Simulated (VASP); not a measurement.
Write the native input for VASP 6.6.1 that does the following.

```
Task                   : relaxation of cell and atoms
Functional             : PBE
Potentials or basis    : VASP PAW PBE potentials, release 64 (Cu, I)
Cutoff                 : 600 eV
k mesh                 : 8 × 8 × 8
Occupations            : gaussian, width 0.1 eV
Spin                   : no spin polarisation
Dipole correction      : no
Further INCAR settings : ALGO = Normal; EDIFF = 1e-06; IBRION = 2; EDIFFG = -0.01; NSW = 100; ISIF = 3
```

The structure of CuI3 lies in POSCAR:

```
CuI3
1.0
    5.4372163000      0.0000000000      0.0000000000
    0.0000000000      5.4372163000      0.0000000000
    0.0000000000      0.0000000000      5.4372163000
Cu I
1 3
Direct
    0.0000000000      0.0000000000      0.0000000000
    0.0000000000      0.5000000000      0.5000000000
    0.5000000000      0.0000000000      0.5000000000
    0.5000000000      0.5000000000      0.0000000000
```

The cell was built from a structure type or drawn by symmetry, and may not be a known phase.

The input as run:

INCAR

```
ALGO = Normal
EDIFF = 1E-6
EDIFFG = -0.01
ENCUT = 600
GGA = PE
IBRION = 2
ISIF = 3
ISMEAR = 0
LASPH = True
LCHARG = False
LREAL = False
LWAVE = False
NELM = 80
NSW = 100
PREC = Accurate
SIGMA = 0.1
```

KPOINTS

```
k-points
0
Gamma
  8 8 8
```

Potentials or basis: VASP PAW PBE potentials, release 64 (Cu, I).

Run with:

```console
$ cat potpaw_PBE.64/Cu/POTCAR potpaw_PBE.64/I/POTCAR > POTCAR
$ mpirun -np 1 vasp_std > vasp.out
```

It gave:

```json
{"Relaxed volume": "32.55 Å³/atom", "Relaxed cell": "a = 5.068 Å, b = 5.068 Å, c = 5.068 Å, α = 90.00°, β = 90.00°, γ = 90.00°", "Space group after relaxing (to 0.1 Å)": "Pm-3m (No. 221)", "Energy gained by relaxing": "77.9 meV/atom", "Ionic steps": "5", "Pressure after relaxing": "0.0 GPa", "Band gap on the k mesh": "zero (bands 16 and 17 overlap by 0.57 eV)"}
```

Caveat: the volume moved by over 15 % at a fixed basis, so the end points are rough; spin-orbit coupling is left out, which moves the levels of the heavy elements.

Wall time 6.1 min on 1 thread of Intel(R) Xeon(R) 6975P-C (Granite Rapids), on a shared host, peak memory 0.43 GiB.
